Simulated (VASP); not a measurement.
Ti, 2 atoms in the cell. It takes space group P6_3/mmc (No. 194, hexagonal). Conventional cell: a = 2.930 Å, b = 2.930 Å, c = 4.649 Å, α = 90.00°, β = 90.00°, γ = 120.00°. Within 3.8 Å of Ti (site symmetry -6m2) lie 12 Ti at 2.87 to 2.93 Å. 

```yaml
Program: VASP 6.6.1
Task: single point
Functional: r2SCAN50
Potentials_or_basis: VASP PAW PBE potentials, release 64 (Ti_sv)
Cutoff: 520 eV
k_mesh: 5 × 5 × 3
Occupations: fermi-dirac, width 0.05 eV
Spin: no spin polarisation
Dipole_correction: no
Grid_for_exact_exchange_PRECFOCK: Normal
Further_INCAR_settings: ALGO = Normal; EDIFF = 1e-07; NBANDS = 19
Share_of_exact_exchange: 0.5
```

Potentials or basis: VASP PAW PBE potentials, release 64 (Ti_sv).

Command:

```console
$ cat potpaw_PBE.64/Ti_sv/POTCAR > POTCAR
$ cp INCAR.step1 INCAR
$ mpirun -np 1 vasp_std > vasp.out
$ cp INCAR.step2 INCAR
$ mpirun -np 1 vasp_std > vasp.out
```

Hardware: 1 thread of Intel(R) Xeon(R) Platinum 8375C CPU @ 2.90GHz (Ice Lake) (shared host).

Question: Estimate the wall time of this run.

Answer: Run time: 33 min on 1 thread of Intel(R) Xeon(R) Platinum 8375C CPU @ 2.90GHz (Ice Lake), with other jobs on the host, peak memory 0.16 GiB. Counts: k points 10.
